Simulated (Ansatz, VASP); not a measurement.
# Two plane-wave programs on Al

File INCAR:

```
SYSTEM = Al
PREC = Accurate ; ENCUT = 600
EDIFF = 1E-6 ; ISMEAR = 0
SIGMA = 0.1 ; LREAL = .FALSE.
LASPH = .TRUE. ; NELM = 80
ALGO = Fast ; ISIF = 3
LWAVE = .FALSE. ; LCHARG = .FALSE.
GGA = PE ; IBRION = 2
NSW = 90 ; EDIFFG = -0.04
```

The input KPOINTS:

```
regular mesh
0
G
  6 6 6
  0 0 0
```

POSCAR

```
Al
1.0
    4.6316180500      0.0000000000      0.0000000000
   -2.3158090300      4.0110988900      0.0000000000
    0.0000000000      0.0000000000      3.0364309500
Al
3
Direct
    0.5000000000      0.5000000000      0.3333333300
    0.5000000000      0.0000000000      0.0000000000
    0.0000000000      0.5000000000      0.6666666700
```

Input for Ansatz:

```yaml
crystal:
  lattice:
    - [4.63161805, 0.0, 0.0]
    - [-2.31580903, 4.01109889, 0.0]
    - [0.0, 0.0, 3.03643095]
  atoms:
    - { symbol: Al, position: [0.5, 0.5, 0.33333333] }
    - { symbol: Al, position: [0.5, 0.0, 0.0] }
    - { symbol: Al, position: [0.0, 0.5, 0.66666667] }
basis:
  ecutwfc: 420
kpoints:
  mp_grid: { grid: [6, 6, 6] }
hamiltonian:
  xc: pbe
scf:
  occupations: { method: gaussian, width: 0.1 }
  lower_state_search: "off"
output:
  forces: true
  stress: true
  eigenvalues: true
relax:
  adjacent_minimum: "off"
  f_tol: 0.04
  max_steps: 70
  cell: { stress_tol: 0.4 }
```

Alike in both runs: task relaxation of cell and atoms; functional PBE; k mesh 6 × 6 × 6; occupations gaussian, width 0.1 eV; no spin polarisation.

```csv
,VASP,Ansatz
version,VASP 6.6.1,Ansatz 0.2.0
potentials or method,"VASP PAW PBE potentials, release 64 (Al), cutoff 600 eV","scalar-relativistic, plane waves, PAW"
valence electrons in the cell,9,9
```

```csv
,VASP,Ansatz,Ansatz less VASP
"gap on the k mesh at the Fermi level, each at its own relaxed structure (eV)",none,none,-
relaxed volume (Å³/atom),20.86,20.83,-0.030
relaxed cell length with the largest relative difference (Å),2.838,2.835,-0.0024
```

A gap of «none» marks a metal or a gap that the smearing closes.
